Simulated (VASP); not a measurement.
Write the native input for VASP 6.6.1 that does the following.

```
Task                   : relaxation of cell and atoms
Functional             : PBE
Potentials or basis    : VASP PAW PBE potentials, release 64 (Na_pv, H)
Cutoff                 : 600 eV
k mesh                 : 9 × 9 × 4
Occupations            : gaussian, width 0.1 eV
Spin                   : no spin polarisation
Dipole correction      : no
Further INCAR settings : ALGO = Normal; EDIFF = 1e-06; IBRION = 2; EDIFFG = -0.04; NSW = 90; ISIF = 3
```

The structure of NaH lies in POSCAR:

```
NaH
1.0
    2.7146067700      0.0000000000      0.0000000000
   -1.3573033800      2.3509184200      0.0000000000
    0.0000000000      0.0000000000      4.6346619200
Na H
1 1
Direct
    0.0000000000      0.0000000000      0.5000000000
    0.0000000000      0.0000000000      0.0000000000
```

The cell was built from a structure type or drawn by symmetry, and may not be a known phase.

These files were run (other wordings do the same):

INCAR

```
ALGO     = Normal         # electronic algorithm
EDIFF    = 1E-6           # SCF threshold, eV
EDIFFG   = -0.04          # ionic threshold
ENCUT    = 600            # plane-wave cutoff, eV
GGA      = PE             # functional
IBRION   = 2              # ionic algorithm
ISIF     = 3              # what is computed and relaxed
ISMEAR   = 0              # smearing method
LASPH    = True           # aspherical terms in the spheres
LCHARG   = False          # write CHGCAR
LREAL    = False          # projectors in reciprocal space
LWAVE    = False          # write WAVECAR
NELM     = 100            # most SCF steps
NSW      = 90             # ionic steps
PREC     = Accurate       # precision mode
SIGMA    = 0.1            # smearing width, eV
```

KPOINTS

```
k-points
0
Gamma
  9 9 4
```

Potentials or basis: VASP PAW PBE potentials, release 64 (Na_pv, H).

Command:

```sh
$ cat potpaw_PBE.64/Na_pv/POTCAR potpaw_PBE.64/H/POTCAR > POTCAR
$ mpirun -np 1 vasp_std > vasp.out
```

It gave:

| Quantity | Value |
| --- | --- |
| Relaxed volume | 29.41 Å³/atom |
| Relaxed cell | a = 4.146 Å, b = 4.146 Å, c = 3.951 Å, α = 90.00°, β = 90.00°, γ = 120.00° |
| Space group after relaxing (to 0.1 Å) | P6/mmm (No. 191) |
| Energy gained by relaxing | 761.1 meV/atom |
| Ionic steps | 11 |
| Pressure after relaxing | 0.0 GPa |
| Band gap on the k mesh | 2.23 eV (least direct gap 3.11 eV) |

Caveat: the volume moved by over 15 % at a fixed basis, so the end points are rough; an odd mesh through Γ misses points on the zone boundary, where band edges can lie.

Run time: 78 s on 1 thread of Intel Xeon 8259CL (shared host), peak memory 0.15 GiB.
